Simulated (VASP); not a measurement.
# In (Im-3m) in VASP: a series of runs, part 2 of 2

VASP 6.6.1. The steps go on from the part before.

## 4. Single point, LDA

This run uses another cell than the first one, of 24.85 Å³/atom.

INCAR reads:

```
SYSTEM = In
ALGO = Normal
EDIFF = 1E-6
ENCUT = 520
ISIF = 2
ISMEAR = -1
LASPH = .TRUE.
LCHARG = .TRUE.
LELF = .TRUE.
LREAL = .FALSE.
LVHAR = .TRUE.
LWAVE = .FALSE.
NBANDS = 12
NELM = 80
PREC = Accurate
SIGMA = 0.05
```

KPOINTS reads:

```
k-points
0
G
  18 18 18
  0 0 0
```

POSCAR reads:

```
In
1.0
   -1.8383149803      1.8383149803      1.8383149803
    1.8383149803     -1.8383149803      1.8383149803
    1.8383149803      1.8383149803     -1.8383149803
In
1
Direct
    0.0000000000      0.0000000000      0.0000000000
```

Potentials or basis: VASP PAW LDA potentials, release 64 (In_d).

Started as:

```bash
$ cat potpaw_LDA.64/In_d/POTCAR > POTCAR
$ mpirun -np 1 vasp_std > vasp.out
```

OUTCAR:

```text
SYSTEM = In
   EDIFF = 1E-6
   ENCUT = 520
   ISIF = 2
   ISMEAR = -1
   LASPH = .TRUE.
   LREAL = .FALSE.
   NELM = 80
   PREC = Accurate

 ion  position               nearest neighbor table
   1  0.000  0.000  0.000-

  LATTYP: Found a body centered cubic cell.
 ALAT       =     3.6766299606

  Lattice vectors:

 A1 = (  -1.8383149803,   1.8383149803,   1.8383149803)
 A2 = (   1.8383149803,  -1.8383149803,   1.8383149803)
 A3 = (   1.8383149803,   1.8383149803,  -1.8383149803)

Analysis of symmetry for initial positions (statically):
=====================================================================
 Subroutine PRICEL returns:
 Original cell was already a primitive cell.

 Routine SETGRP: Setting up the symmetry group for a
 body centered cubic supercell.

 Subroutine GETGRP returns: Found 48 space group operations
 (whereof 48 operations were pure point group operations)
 out of a pool of 48 trial point group operations.

The static configuration has the point symmetry O_h .

Analysis of symmetry for dynamics (positions and initial velocities):
=====================================================================
 Subroutine PRICEL returns:
 Original cell was already a primitive cell.

 Routine SETGRP: Setting up the symmetry group for a
 body centered cubic supercell.

 Subroutine GETGRP returns: Found 48 space group operations
 (whereof 48 operations were pure point group operations)
 out of a pool of 48 trial point group operations.

The dynamic configuration has the point symmetry O_h .

 Subroutine INISYM returns: Found 48 space group operations
 (whereof 48 operations are pure point group operations),
 and found     1 'primitive' translations

----------------------------------------------------------------------------------------

                                     Primitive cell

  volume of cell :      24.8496

  direct lattice vectors                    reciprocal lattice vectors
    -1.838314980  1.838314980  1.838314980     0.000000000  0.271988210  0.271988210
     1.838314980 -1.838314980  1.838314980     0.271988210  0.000000000  0.271988210
     1.838314980  1.838314980 -1.838314980     0.271988210  0.271988210  0.000000000

  length of vectors
     3.184054946  3.184054946  3.184054946     0.384649415  0.384649415  0.384649415

  position of ions in fractional coordinates (direct lattice)
     0.000000000  0.000000000  0.000000000

  ion indices of the primitive-cell ions
   primitive index   ion index
                 1           1

----------------------------------------------------------------------------------------

 KPOINTS: k-points

Automatic generation of k-mesh.
 Grid dimensions read from file:
 generate k-points for:   18   18   18

 Generating k-lattice:

  Cartesian coordinates                     Fractional coordinates (reciprocal lattice)
     0.000000000  0.015110456  0.015110456     0.055555556  0.000000000  0.000000000
     0.015110456  0.000000000  0.015110456     0.000000000  0.055555556  0.000000000
     0.015110456  0.015110456  0.000000000     0.000000000  0.000000000  0.055555556

  Length of vectors
     0.021369412  0.021369412  0.021369412

  Shift w.r.t. Gamma in fractional coordinates (k-lattice)
     0.000000000  0.000000000  0.000000000

 Subroutine IBZKPT returns following result:
 ===========================================

 Found    195 irreducible k-points:

 Following reciprocal coordinates:
            Coordinates               Weight
  0.000000  0.000000  0.000000      1.000000
  0.055556  0.000000  0.000000     12.000000
  0.111111  0.000000  0.000000     12.000000
  0.166667  0.000000  0.000000     12.000000
  0.222222  0.000000  0.000000     12.000000
  0.277778  0.000000  0.000000     12.000000
[... 16 lines left out ...]
  0.333333  0.111111  0.000000     48.000000
  0.388889  0.111111 -0.000000     48.000000
 [... further k-points ...]
   k-points           NKPTS =    195   k-points in BZ     NKDIM =    195   number of bands    NBANDS=     12
   number of dos      NEDOS =    301   number of ions     NIONS =      1
   total plane-waves  NPLWV =  13824
   dimension x,y,z NGX =    24 NGY =   24 NGZ =   24
   dimension x,y,z NGXF=    48 NGYF=   48 NGZF=   48
   ions per type =               1
   NGX,Y,Z   is equivalent  to a cutoff of  12.53, 12.53, 12.53 a.u.
   NGXF,Y,Z  is equivalent  to a cutoff of  25.06, 25.06, 25.06 a.u.
 SYSTEM =  In
   PREC   = accura    normal or accurate (medium, high low for compatibility)
   ISTART =      0    job   : 0-new  1-cont  2-samecut
   ICHARG =      2    charge: 1-file 2-atom 10-const
   ISPIN  =      1    spin polarized calculation?
   LNONCOLLINEAR =      F non collinear calculations
   LSORBIT =      F    spin-orbit coupling
   LASPH  =      T    aspherical Exc in radial PAW
   ENCUT  =  520.0 eV  38.22 Ry    6.18 a.u.   5.92  5.92  5.92*2*pi/ulx,y,z
   NELM   =     80;   NELMIN=  2; NELMDL= -5     # of ELM steps
   EDIFF  = 0.1E-05   stopping-criterion for ELM
   LREAL  =      F    real-space projection
   EDIFFG = 0.1E-04   stopping-criterion for IOM
   NSW    =      0    number of steps for IOM
   IBRION =     -1    ionic relax: 0-MD 1-quasi-New 2-CG
   NFREE  =      0    steps in history (QN), initial steepest desc. (CG)
   ISIF   =      2    stress and relaxation
   ISYM   =      2    0-nonsym 1-usesym 2-fastsym
   POTIM  = 0.5000    time-step for ionic-motion
   TEBEG  =    0.0;   TEEND  =   0.0 temperature during run
   PSTRESS=    0.0 pullay stress
   NELECT =      13.0000    total number of electrons
   NUPDOWN=      -1.0000    fix difference up-down
   EMIN   =  10.00;   EMAX   =-10.00  energy-range for DOS
   EFERMI =   0.00;   METHOD = LEGACY
   ISMEAR =    -1;   SIGMA  =   0.05  broadening in eV -4-tet -1-fermi 0-gaus
   EFERMI_NEDOS =   21; number of points for ismear=-14 and -15
   IALGO  =     38    algorithm
   IMIX   =      4    mixing-type and parameters
     AMIX     =   0.40;   BMIX     =  1.00
     AMIX_MAG =   1.60;   BMIX_MAG =  1.00
  volume/ion in A,a.u.               =      24.85       167.69
  Fermi-wavevector in a.u.,A,eV,Ry     =   1.319115  2.492766 23.675017  1.740065
  Thomas-Fermi vector in A             =   2.449036
   LORBIT       =      0    0 simple, 1 ext, 2 COOP (PROOUT), +10 PAW based schemes
   GGA     = CA    functional components
   LHFCALC =     F    Hartree Fock is set to
   AEXX    =    0.0000 exact exchange contribution
   IVDW    =     0    specifies the selected vdW correction
   LEPSILON=     F    determine dielectric tensor
   LRPA    =     F    only Hartree local field effects (RPA)
 non-spin polarized calculation
  energy-cutoff  :      520.00
  volume of cell :       24.85
 maximum number of plane-waves:       682
   NGX = 11   NGY = 11   NGZ = 11

 number of electron      12.9999994 magnetization

 Free energy of the ion-electron system (eV)
  ---------------------------------------------------
  ext. energy  EPLUGINS =         0.00000000
  ---------------------------------------------------
  free energy    TOTEN  =        -3.20429243 eV

  energy without entropy =       -3.20013122  energy(sigma->0) =       -3.20221183

 E-fermi :   7.8449     XC(G=0): -10.7763

 val. band max:        7.8448478605   @ k =  -0.3889   0.4444   0.2222
 cond. band min:       7.8901576113   @ k =   0.2778   0.2222  -0.0000
 fundamental gap:      0.0453097508
 Fermi energy:         7.8448987562

 k-point     1 :       0.0000    0.0000    0.0000
  band No.  band energies     occupation
      1      -6.8439      2.00000
      2      -6.8439      2.00000
      3      -6.8439      2.00000
      4      -6.5212      2.00000
      5      -6.5212      2.00000
      6      -2.1032      2.00000
      7      19.3540      0.00000
      8      19.3540      0.00000
      9      19.3540      0.00000
     10      21.0697      0.00000
     11      21.0697      0.00000
     12      21.0697      0.00000

 k-point     2 :       0.0556    0.0000    0.0000
  band No.  band energies     occupation
      1      -6.8479      2.00000
      2      -6.8403      2.00000
      3      -6.8290      2.00000
      4      -6.5256      2.00000
      5      -6.5213      2.00000
      6      -2.0289      2.00000
      7      18.5565      0.00000
      8      18.9671      0.00000
      9      19.1614      0.00000
     10      20.5638      0.00000
     11      20.8224      0.00000
     12      20.9824      0.00000
[... 316 lines left out ...]
 k-point    24 :       0.3889    0.1111   -0.0000
  band No.  band energies     occupation
      1      -6.9512      2.00000
      2      -6.8654      2.00000
      3      -6.5472      2.00000
      4      -6.5354      2.00000
      5      -6.3655      2.00000
      6       3.0129      2.00000
      7       5.8447      2.00000
      8      12.2974      0.00000
      9      14.7204      0.00000
     10      18.9714      0.00000
     11      20.9233      0.00000
     12      23.8810      0.00000

 [... further k-points ...]
[... 5 lines left out ...]
  --------------------------------------------------------------------------------------
  -------------------------------------------------------------------------------------
  Total        0.0014763      0.0014763      0.0014763      0.0000000      0.0000000      0.0000000
  in kB        0.0951834      0.0951834      0.0951834      0.0000000      0.0000000      0.0000000
  external PRESSURE =       0.0951834 kB  Pullay stress =       0.0000000 kB

 VOLUME and BASIS-vectors are now :
 -----------------------------------------------------------------------------
  energy-cutoff  :      520.00
  volume of cell :       24.85
      direct lattice vectors                 reciprocal lattice vectors
    -1.838314980  1.838314980  1.838314980     0.000000000  0.271988210  0.271988210
     1.838314980 -1.838314980  1.838314980     0.271988210  0.000000000  0.271988210
     1.838314980  1.838314980 -1.838314980     0.271988210  0.271988210  0.000000000

 POSITION                                       TOTAL-FORCE (eV/Angst)
 -----------------------------------------------------------------------------------
      0.00000      0.00000      0.00000        -0.000000     -0.000000      0.000000
 -----------------------------------------------------------------------------------
    total drift:                                0.000000      0.000000      0.000000

  FREE ENERGIE OF THE ION-ELECTRON SYSTEM (eV)
  ---------------------------------------------------
  free  energy   TOTEN  =        -3.2042924311 eV

  energy  without entropy=       -3.2001312205  energy(sigma->0) =       -3.20221183
```

stdout:

```text
POSCAR found type information on POSCAR In
 POSCAR found :  1 types and       1 ions
 scaLAPACK will be used
 LDA part: xc-table for (Slater(with rela. corr.)+CA(PZ))
 , standard interpolation
 POSCAR, INCAR and KPOINTS ok, starting setup
 FFT: planning ... GRIDC
 FFT: planning ... GRID_SOFT
 FFT: planning ... GRID
 WAVECAR not read
 entering main loop
```

Run time: 12 s. Hardware: 1 thread of Intel Xeon 6975P-C (Granite Rapids), shared host; peak memory 0.16 GiB.

Results:

```yaml
Free_energy: -3.2043 eV
Pressure: 0.0 GPa
Band_gap_on_the_k_mesh: zero (an odd number of electrons rules out a gap without spin polarisation)
```

Caveat: spin-orbit coupling is left out, which moves the levels of the heavy elements.

## 5. Relaxation of cell and atoms, LDA, target pressure 190 GPa, at which the enthalpy is minimised

INCAR reads:

```
PREC = Accurate ; ENCUT = 600
EDIFF = 1E-6 ; ISMEAR = -1
SIGMA = 0.05 ; LREAL = F
LASPH = T ; NELM = 100
ALGO = Normal ; ISIF = 3
LWAVE = F ; LCHARG = F
GGA = CA ; IBRION = 2
NSW = 60 ; EDIFFG = -0.005
PSTRESS = 1900.0
```

KPOINTS reads:

```
regular mesh
0
Gamma
  18 18 18
```

POSCAR reads:

```
In
1.0
   -1.4658490369      1.4658490369      1.4658490369
    1.4658490369     -1.4658490369      1.4658490369
    1.4658490369      1.4658490369     -1.4658490369
In
1
Direct
    0.0000000000      0.0000000000      0.0000000000
```

Started as:

```bash
$ cat potpaw_LDA.64/In_d/POTCAR > POTCAR
$ mpirun -np 1 vasp_std > vasp.out
```

Wall time 19 s (1 thread of Intel Xeon 6975P-C (Granite Rapids), shared host); peak memory 0.14 GiB.

Results (log left out):

```
Free energy                                                : 0.4864 eV
Relaxed volume                                             : 12.61 Å³/atom
Relaxed cell                                               : a = 2.540 Å, b = 2.540 Å, c = 2.540 Å, α = 109.47°, β = 109.47°, γ = 109.47°
Space group after relaxing (to 0.1 Å)                      : Im-3m (No. 229)
Energy change on relaxing (the run minimises the enthalpy) : -17.6 meV/atom
Ionic steps                                                : 3
Pressure after relaxing                                    : 190.1 GPa
Band gap on the k mesh                                     : zero (an odd number of electrons rules out a gap without spin polarisation)
```

The path:
```tsv
step	energy change (eV)	largest force (eV/Å)	pressure (GPa)	volume (Å³)
1	0.0000	0.0000	190.84	12.60
2	-0.1409	0.0000	183.80	12.72
3	-0.0176	0.0000	190.06	12.61
```

Final structure:
```cif
data_structure
_symmetry_space_group_name_H-M 'P 1'
_symmetry_Int_Tables_number 1
_cell_length_a 2.5399
_cell_length_b 2.5399
_cell_length_c 2.5399
_cell_angle_alpha 109.471
_cell_angle_beta 109.471
_cell_angle_gamma 109.471
_cell_volume 12.61
loop_
_atom_site_label
_atom_site_type_symbol
_atom_site_fract_x
_atom_site_fract_y
_atom_site_fract_z
_atom_site_occupancy
In1 In 0.00000 0.00000 0.00000 1
```

Levels at points of the mesh, in eV from the Fermi level:
| k point | band 2 | band 3 | band 4 | band 5 | band 6 | band 7 | band 8 | band 9 | band 10 |
| --- | --- | --- | --- | --- | --- | --- | --- | --- | --- |
| (0.00, 0.00, 0.00) | -17.76 | -17.76 | -17.41 | -16.31 | -16.31 | 13.23 | 13.23 | 13.23 | 21.36 |
| (0.50, 0.00, 0.00) | -18.51 | -16.37 | -16.22 | -15.29 | -8.03 | -3.89 | 8.03 | 9.33 | 15.30 |
| (0.50, 0.50, 0.50) | -18.96 | -15.54 | -15.54 | -15.54 | 0.28 | 0.28 | 0.28 | 7.33 | 7.33 |

Caveat: the cell is relaxed towards a set pressure, so the run minimises the enthalpy, not the energy; spin-orbit coupling is left out, which moves the levels of the heavy elements.

## 6. Overview

```csv
task,cell,cutoff (eV),gap on the mesh (eV),pressure (GPa)
single point,"a = 2.537 Å, angles 109.5°, 1 atom",520,none,192.1
single point,"a = 3.184 Å, angles 109.5°, 1 atom",520,none,0.0
relaxation of cell and atoms,"relaxed to 190 GPa from a = 2.539 Å, angles 109.5°, 1 atom",600,none,190.1
```

Alike in all rows: level LDA; potentials or basis VASP PAW LDA potentials, release 64 (In_d); no spin polarisation; k mesh 18 × 18 × 18; smearing fermi-dirac 0.05 eV.

Caveats: spin-orbit coupling is left out, which moves the levels of the heavy elements; the cell stands under pressure (at least some runs); the cell is relaxed towards a set pressure, so the run minimises the enthalpy, not the energy (at least some runs).

Total energies depend on the potentials used, so only differences within one code and one set of settings carry meaning.
